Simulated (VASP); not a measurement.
Set up this calculation in VASP 6.6.1, as the native input.

- Task: relaxation of cell and atoms
- Functional: LDA
- Potentials or basis: VASP PAW LDA potentials, release 64 (Ta_pv)
- Cutoff: 600 eV
- k mesh: 8 × 8 × 8
- Occupations: gaussian, width 0.1 eV
- Spin: no spin polarisation
- Dipole correction: no
- Further INCAR settings: ALGO = Normal; EDIFF = 1e-07; IBRION = 2; EDIFFG = -0.05; NSW = 100; ISIF = 3

The structure of Ta lies in POSCAR:

```
Ta
1.0
   -1.6549278100      1.6549278100      1.6549278100
    1.6549278100     -1.6549278100      1.6549278100
    1.6549278100      1.6549278100     -1.6549278100
Ta
1
Direct
    0.0000000000      0.0000000000      0.0000000000
```

The input as run:

INCAR

```
PREC = Accurate ; ENCUT = 600
EDIFF = 1E-7 ; ISMEAR = 0
SIGMA = 0.1 ; LREAL = False
LASPH = True ; NELM = 100
ALGO = Normal ; ISIF = 3
LWAVE = False ; LCHARG = False
IBRION = 2 ; NSW = 100
EDIFFG = -0.05
```

KPOINTS

```
Automatic mesh
0
Gamma
  8 8 8
```

Potentials or basis: VASP PAW LDA potentials, release 64 (Ta_pv).

Command:

```console
$ cat potpaw_LDA.64/Ta_pv/POTCAR > POTCAR
$ mpirun -np 1 vasp_std > vasp.out
```

It gave:

The relaxed volume is 17.20 Å³/atom, the relaxed cell is a = 2.816 Å, b = 2.816 Å, c = 2.816 Å, α = 109.47°, β = 109.47°, γ = 109.47° and the space group after relaxing (to 0.05 Å) is Im-3m (No. 229). The energy gained by relaxing is 34.1 meV/atom, the ionic steps are 4 and the pressure after relaxing is -0.1 GPa.

Run time: 11 s on 1 thread of Intel(R) Xeon(R) Platinum 8259CL CPU @ 2.50GHz (Skylake/Cascade Lake) (shared host), peak memory 0.14 GiB.
